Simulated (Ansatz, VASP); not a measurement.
## Two plane-wave programs on RbBr

File POSCAR:

```
RbBr
1.0
    0.0576804316      3.5185063249      3.5185063249
    3.5185063249      0.0576804316      3.5185063249
    3.5185063249      3.5185063249      0.0576804316
Rb Br
1 1
Direct
    0.0000000000      0.0000000000      0.0000000000
    0.5000000000      0.5000000000      0.5000000000
```

Contents of INCAR.step1:

```
SYSTEM = RbBr
  PREC = Accurate
  ENCUT = 520
  ISMEAR = 0
  SIGMA = 0.01
  LREAL = .FALSE.
  LASPH = .TRUE.
  NELM = 80
  NBANDS = 15
  GGA = PE
  ALGO = Normal
  EDIFF = 1E-4
  LWAVE = .TRUE.
  LCHARG = .FALSE.
```

Contents of INCAR.step2:

```
SYSTEM = RbBr
  PREC = Accurate
  ENCUT = 520
  EDIFF = 1E-6
  ISMEAR = 0
  SIGMA = 0.01
  LREAL = .FALSE.
  LASPH = .TRUE.
  NELM = 80
  ALGO = Normal
  ISIF = 2
  LWAVE = .FALSE.
  LCHARG = .FALSE.
  METAGGA = R2SCAN
  LMIXTAU = .TRUE.
  NBANDS = 15
  ISTART = 1
```

KPOINTS

```
Automatic mesh
0
G
  6 6 6
  0 0 0
```

Input for Ansatz:

```yaml
crystal:
  lattice:
    - [0.0576804316, 3.5185063249, 3.5185063249]
    - [3.5185063249, 0.0576804316, 3.5185063249]
    - [3.5185063249, 3.5185063249, 0.0576804316]
  atoms:
    - { symbol: Rb, position: [0.0, 0.0, 0.0] }
    - { symbol: Br, position: [0.5, 0.5, 0.5] }
kpoints:
  mp_grid: { grid: [6, 6, 6] }
  band_path:
    path:
      - [0.0, 0.0, 0.0]
      - [0.5, 0.0, 0.5]
      - [0.625, 0.25, 0.625]
      - [0.375, 0.375, 0.75]
      - [0.5, 0.5, 0.5]
      - [0.5, 0.25, 0.75]
    npoints: 1
hamiltonian:
  xc: r2scan
scf:
  occupations: { method: fixed }
  n_extra_bands: 4
output:
  forces: true
  stress: true
  eigenvalues: true
```

Change from the starting cell: shear_111 strain +2.5%.

Alike in both runs: task single point; functional r2SCAN; k mesh 6 × 6 × 6; no spin polarisation.

|  | VASP | Ansatz |
| --- | --- | --- |
| version | VASP 6.6.1 | Ansatz 0.2.0 |
| potentials or method | VASP PAW PBE potentials, release 64 (Rb_sv, Br) | plane waves, PAW |
| plane-wave cutoff (eV) | 520 | 500 |
| occupations | gaussian, width 0.01 eV | fixed |
| valence electrons in the cell | 16 | 16 |

```csv
,VASP,Ansatz,Ansatz less VASP
gap on the k mesh at the Fermi level (eV),4.81,4.81,0.000
pressure (GPa),-0.3,-0.3,-0.02
"traceless stress, the component that is largest in VASP (GPa)",-0.07,-0.07,0.000
```

VASP's potentials were made for PBE, not for r2SCAN.
